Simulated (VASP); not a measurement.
# NbWS4 (P-6m2) in VASP: single point with r2SCAN

Aim: the single point of NbWS4 with r2SCAN.

Everything below comes from runs of VASP 6.6.1. Logs are shortened: lines on timing, memory, paths and dates and some standing lists are left out, and cuts for length are marked.

## 1. The cell of the first run

It takes space group P-6m2 (No. 187, hexagonal). The conventional cell has a = 3.264 Å, b = 3.264 Å, c = 13.762 Å, α = 90.00°, β = 90.00°, γ = 120.00°. Nb (site symmetry -6m2) has 6 S at 2.46 Å and 6 Nb at 3.26 Å within 3.3 Å. Within 3.3 Å of W (site symmetry -6m2) lie 6 S at 2.44 Å and 6 W at 3.26 Å. Within 3.3 Å of S (site symmetry 3m) lie 3 Nb at 2.46 Å and 7 S at 3.18 to 3.26 Å. Within 3.3 Å of S (site symmetry 3m) lie 3 W at 2.44 Å and 7 S at 3.09 to 3.26 Å.

## 2. Single point, r2SCAN

File INCAR:

```
SYSTEM = NbWS4
PREC = Accurate ; ENCUT = 520
EDIFF = 1E-6 ; ISMEAR = 0
SIGMA = 0.1 ; LREAL = .FALSE.
LASPH = .TRUE. ; NELM = 150
ALGO = Normal ; ISIF = 2
LWAVE = .FALSE. ; LCHARG = .FALSE.
METAGGA = R2SCAN ; LMIXTAU = .TRUE.
KPAR = 2
```

File KPOINTS:

```
Automatic mesh
0
G
  10 10 4
  0 0 0
```

File POSCAR:

```
NbWS4
1.0
    3.2639680000      0.0000000000      0.0000000000
   -1.6319840000      2.8266800000      0.0000000000
    0.0000000000      0.0000000000     13.7617400000
Nb W S
1 1 4
Direct
    0.0000000000      0.0000000000      0.0000000000
    0.0000000000      0.0000000000      0.5000000000
    0.3333330000      0.6666670000      0.8845340000
    0.3333330000      0.6666670000      0.1154660000
    0.6666670000      0.3333330000      0.6121500000
    0.6666670000      0.3333330000      0.3878500000
```

Potentials or basis: VASP PAW PBE potentials, release 64 (Nb_sv, W_sv, S).

Launch:

```bash
cat potpaw_PBE.64/Nb_sv/POTCAR potpaw_PBE.64/W_sv/POTCAR potpaw_PBE.64/S/POTCAR > POTCAR
mpirun -np 2 vasp_std > vasp.out
```

OUTCAR:

```text
SYSTEM = NbWS4
   PREC = Accurate
   ENCUT = 520
   EDIFF = 1E-6
   ISMEAR = 0
   LREAL = .FALSE.
   LASPH = .TRUE.
   NELM = 150
   ISIF = 2
   METAGGA = R2SCAN

 ion  position               nearest neighbor table
   1  0.000  0.000  0.000-   3 2.46   4 2.46   3 2.46   4 2.46   3 2.46   4 2.46
   2  0.000  0.000  0.500-   5 2.44   6 2.44   5 2.44   6 2.44   5 2.44   6 2.44
   3  0.333  0.667  0.885-   1 2.46   1 2.46   1 2.46
   4  0.333  0.667  0.115-   1 2.46   1 2.46   1 2.46
   5  0.667  0.333  0.612-   2 2.44   2 2.44   2 2.44
   6  0.667  0.333  0.388-   2 2.44   2 2.44   2 2.44

  LATTYP: Found a hexagonal cell.
 ALAT       =     3.2639680000
 C/A-ratio  =     4.2162606986

  Lattice vectors:

 A1 = (   3.2639680000,   0.0000000000,   0.0000000000)
 A2 = (  -1.6319840000,   2.8266800000,   0.0000000000)
 A3 = (   0.0000000000,   0.0000000000,  13.7617400000)

Analysis of symmetry for initial positions (statically):
=====================================================================
 Subroutine PRICEL returns:
 Original cell was already a primitive cell.

 Routine SETGRP: Setting up the symmetry group for a
 hexagonal supercell.

 Subroutine GETGRP returns: Found 12 space group operations
 (whereof 12 operations were pure point group operations)
 out of a pool of 24 trial point group operations.

The static configuration has the point symmetry D_3h.

Analysis of symmetry for dynamics (positions and initial velocities):
=====================================================================
 Subroutine PRICEL returns:
 Original cell was already a primitive cell.

 Routine SETGRP: Setting up the symmetry group for a
 hexagonal supercell.

 Subroutine GETGRP returns: Found 12 space group operations
 (whereof 12 operations were pure point group operations)
 out of a pool of 24 trial point group operations.

The dynamic configuration has the point symmetry D_3h.

 Subroutine INISYM returns: Found 12 space group operations
 (whereof 12 operations are pure point group operations),
 and found     1 'primitive' translations

----------------------------------------------------------------------------------------

                                     Primitive cell

  volume of cell :     126.9685

  direct lattice vectors                    reciprocal lattice vectors
     3.263968000  0.000000000  0.000000000     0.306375553  0.176885958  0.000000000
    -1.631984000  2.826680000  0.000000000     0.000000000  0.353771916  0.000000000
     0.000000000  0.000000000 13.761740000     0.000000000  0.000000000  0.072665230

  length of vectors
     3.263968000  3.263968688 13.761740000     0.353771991  0.353771916  0.072665230

  position of ions in fractional coordinates (direct lattice)
     0.000000000  0.000000000  0.000000000
     0.000000000  0.000000000  0.500000000
     0.333333000  0.666667000  0.884534000
     0.333333000  0.666667000  0.115466000
     0.666667000  0.333333000  0.612150000
     0.666667000  0.333333000  0.387850000

  ion indices of the primitive-cell ions
   primitive index   ion index
                 1           1
                 2           2
                 3           3
                 4           4
                 5           5
                 6           6

----------------------------------------------------------------------------------------

 KPOINTS: Automatic mesh

Automatic generation of k-mesh.
 Grid dimensions read from file:
 generate k-points for:   10   10    4

 Generating k-lattice:

  Cartesian coordinates                     Fractional coordinates (reciprocal lattice)
     0.030637555  0.017688596  0.000000000     0.100000000  0.000000000  0.000000000
     0.000000000  0.035377192  0.000000000     0.000000000  0.100000000  0.000000000
     0.000000000  0.000000000  0.018166307     0.000000000  0.000000000  0.250000000

  Length of vectors
     0.035377199  0.035377192  0.018166307

  Shift w.r.t. Gamma in fractional coordinates (k-lattice)
     0.000000000  0.000000000  0.000000000

 Subroutine IBZKPT returns following result:
 ===========================================

 Found     42 irreducible k-points:

 Following reciprocal coordinates:
            Coordinates               Weight
  0.000000  0.000000  0.000000      1.000000
  0.100000  0.000000  0.000000      6.000000
  0.200000  0.000000  0.000000      6.000000
  0.300000 -0.000000  0.000000      6.000000
  0.400000 -0.000000  0.000000      6.000000
  0.500000 -0.000000  0.000000      3.000000
[... 16 lines left out ...]
  0.300000  0.100000  0.250000     24.000000
  0.400000  0.100000  0.250000     24.000000
 [... further k-points ...]
   k-points           NKPTS =     42   k-points in BZ     NKDIM =     42   number of bands    NBANDS=     30
   number of dos      NEDOS =    301   number of ions     NIONS =      6
   total plane-waves  NPLWV =  62208
   dimension x,y,z NGX =    24 NGY =   24 NGZ =  108
   dimension x,y,z NGXF=    48 NGYF=   48 NGZF=  216
   ions per type =               1   1   4
   NGX,Y,Z   is equivalent  to a cutoff of  12.22, 12.22, 13.05 a.u.
   NGXF,Y,Z  is equivalent  to a cutoff of  24.45, 24.45, 26.09 a.u.
 SYSTEM =  NbWS4
   PREC   = accura    normal or accurate (medium, high low for compatibility)
   ISTART =      0    job   : 0-new  1-cont  2-samecut
   ICHARG =      2    charge: 1-file 2-atom 10-const
   ISPIN  =      1    spin polarized calculation?
   LNONCOLLINEAR =      F non collinear calculations
   LSORBIT =      F    spin-orbit coupling
   LASPH  =      T    aspherical Exc in radial PAW
   ENCUT  =  520.0 eV  38.22 Ry    6.18 a.u.   6.07  6.07 25.59*2*pi/ulx,y,z
   NELM   =    150;   NELMIN=  2; NELMDL= -5     # of ELM steps
   EDIFF  = 0.1E-05   stopping-criterion for ELM
   LREAL  =      F    real-space projection
   EDIFFG = 0.1E-04   stopping-criterion for IOM
   NSW    =      0    number of steps for IOM
   IBRION =     -1    ionic relax: 0-MD 1-quasi-New 2-CG
   NFREE  =      0    steps in history (QN), initial steepest desc. (CG)
   ISIF   =      2    stress and relaxation
   ISYM   =      2    0-nonsym 1-usesym 2-fastsym
   POTIM  = 0.5000    time-step for ionic-motion
   TEBEG  =    0.0;   TEEND  =   0.0 temperature during run
   PSTRESS=    0.0 pullay stress
   NELECT =      51.0000    total number of electrons
   NUPDOWN=      -1.0000    fix difference up-down
   EMIN   =  10.00;   EMAX   =-10.00  energy-range for DOS
   EFERMI =   0.00;   METHOD = LEGACY
   ISMEAR =     0;   SIGMA  =   0.10  broadening in eV -4-tet -1-fermi 0-gaus
   EFERMI_NEDOS =   21; number of points for ismear=-14 and -15
   IALGO  =     38    algorithm
   IMIX   =      4    mixing-type and parameters
     AMIX     =   0.40;   BMIX     =  1.00
     AMIX_MAG =   1.60;   BMIX_MAG =  1.00
  volume/ion in A,a.u.               =      21.16       142.80
  Fermi-wavevector in a.u.,A,eV,Ry     =   1.207905  2.282610 19.851383  1.459035
  Thomas-Fermi vector in A             =   2.343529
   LORBIT       =      0    0 simple, 1 ext, 2 COOP (PROOUT), +10 PAW based schemes
   METAGGA = R2SCAN    functional components
   LHFCALC =     F    Hartree Fock is set to
   AEXX    =    0.0000 exact exchange contribution
   IVDW    =     0    specifies the selected vdW correction
   LEPSILON=     F    determine dielectric tensor
   LRPA    =     F    only Hartree local field effects (RPA)
 non-spin polarized calculation
 Gauss-broadening in eV      SIGMA  =   0.10
  energy-cutoff  :      520.00
  volume of cell :      126.97
 maximum number of plane-waves:      3454
   NGX = 13   NGY = 13   NGZ = 51

 number of electron      50.9999998 magnetization

 Free energy of the ion-electron system (eV)
  ---------------------------------------------------
  ext. energy  EPLUGINS =         0.00000000
  ---------------------------------------------------
  free energy    TOTEN  =      -114.40181379 eV

  energy without entropy =     -114.38537577  energy(sigma->0) =     -114.39359478

 E-fermi :   5.0211     XC(G=0): -10.4019

 val. band max:        5.0201627849   @ k =   0.4000   0.1000   0.5000
 cond. band min:       5.0332206193   @ k =   0.0000   0.0000   0.2500
 fundamental gap:      0.0130578344
 Fermi energy:         5.0211481567

 k-point     1 :       0.0000    0.0000    0.0000
  band No.  band energies     occupation
      1     -71.3506      2.00000
      2     -51.7344      2.00000
      3     -34.8785      2.00000
      4     -34.7971      2.00000
      5     -34.7971      2.00000
      6     -27.1415      2.00000
[... 22 lines left out ...]
     29       7.8471      0.00000
     30       7.8472      0.00000

 k-point     2 :       0.1000    0.0000    0.0000
  band No.  band energies     occupation
      1     -71.3494      2.00000
      2     -51.7297      2.00000
      3     -34.8738      2.00000
      4     -34.8235      2.00000
      5     -34.8033      2.00000
      6     -27.1311      2.00000
[... 22 lines left out ...]
     29       7.7074      0.00000
     30       7.9189      0.00000

 k-point     3 :       0.2000    0.0000    0.0000
  band No.  band energies     occupation
      1     -71.3461      2.00000
      2     -51.7171      2.00000
      3     -34.8920      2.00000
      4     -34.8612      2.00000
      5     -34.8194      2.00000
      6     -27.1038      2.00000
[... 22 lines left out ...]
     29       7.7382      0.00000
     30       8.0576      0.00000

 k-point     4 :       0.3000   -0.0000    0.0000
  band No.  band energies     occupation
      1     -71.3420      2.00000
      2     -51.7015      2.00000
      3     -34.9756      2.00000
      4     -34.8457      2.00000
      5     -34.8392      2.00000
      6     -27.2243      2.00000
[... 616 lines left out ...]
     29       7.7265      0.00000
     30       7.9257      0.00000

 k-point    23 :       0.3000    0.1000    0.2500
  band No.  band energies     occupation
      1     -71.3398      2.00000
      2     -51.6928      2.00000
      3     -35.0107      2.00000
      4     -34.8616      2.00000
      5     -34.8370      2.00000
      6     -27.2865      2.00000
[... 22 lines left out ...]
     29       8.0064      0.00000
     30       8.4108      0.00000

 k-point    24 :       0.4000    0.1000    0.2500
  band No.  band energies     occupation
      1     -71.3375      2.00000
      2     -51.6841      2.00000
      3     -35.0537      2.00000
      4     -34.8757      2.00000
      5     -34.8283      2.00000
      6     -27.3622      2.00000
[... 22 lines left out ...]
     29       8.3224      0.00000
     30       8.8736      0.00000

 [... further k-points ...]

------------------------ aborting loop because EDIFF is reached ----------------------------------------

  FORCE on cell =-STRESS in cart. coord.  units (eV):
  Direction    XX          YY          ZZ          XY          YZ          ZX
  --------------------------------------------------------------------------------------
  -------------------------------------------------------------------------------------
  Total       -0.4925948     -0.4925951     -1.6876669      0.0000000     -0.0000000      0.0000000
  in kB       -6.2159073     -6.2159108    -21.2961664      0.0000000     -0.0000000      0.0000000
  external PRESSURE =     -11.2426615 kB  Pullay stress =       0.0000000 kB

 VOLUME and BASIS-vectors are now :
 -----------------------------------------------------------------------------
  energy-cutoff  :      520.00
  volume of cell :      126.97
      direct lattice vectors                 reciprocal lattice vectors
     3.263968000  0.000000000  0.000000000     0.306375553  0.176885958  0.000000000
    -1.631984000  2.826680000  0.000000000     0.000000000  0.353771916  0.000000000
     0.000000000  0.000000000 13.761740000     0.000000000  0.000000000  0.072665230

 POSITION                                       TOTAL-FORCE (eV/Angst)
 -----------------------------------------------------------------------------------
      0.00000      0.00000      0.00000        -0.000000      0.000000     -0.000000
      0.00000      0.00000      6.88087         0.000000     -0.000000     -0.000000
     -0.00000      1.88445     12.17273        -0.000000      0.000000      0.152901
     -0.00000      1.88445      1.58901        -0.000000     -0.000000     -0.152901
      1.63199      0.94223      8.42425        -0.000000     -0.000000     -0.203438
      1.63199      0.94223      5.33749        -0.000000     -0.000000      0.203438
 -----------------------------------------------------------------------------------
    total drift:                                0.000041     -0.000030      0.000000

  FREE ENERGIE OF THE ION-ELECTRON SYSTEM (eV)
  ---------------------------------------------------
  free  energy   TOTEN  =      -114.4018137916 eV

  energy  without entropy=     -114.3853757738  energy(sigma->0) =     -114.39359478
```

Wall time 11 min (2 MPI ranks of AMD EPYC 7R13 (Zen 3), shared host); peak memory 0.33 GiB.

What came out:

```yaml
Free_energy: -114.4018 eV
Pressure: -1.1 GPa
Largest_force: 0.203 eV/Å
Band_gap_on_the_k_mesh: zero (an odd number of electrons rules out a gap without spin polarisation)
```

Forces in eV/Å, atoms in the order of the input:
```
Nb   0.000  0.000  0.000
W    0.000  0.000  0.000
S    0.000  0.000  0.153
S    0.000  0.000 -0.153
S    0.000  0.000 -0.203
S    0.000  0.000  0.203
```

Caveat: the PAW data sets were made with another functional, which shifts forces and pressure a little; spin-orbit coupling is left out, which moves the levels of the heavy elements.
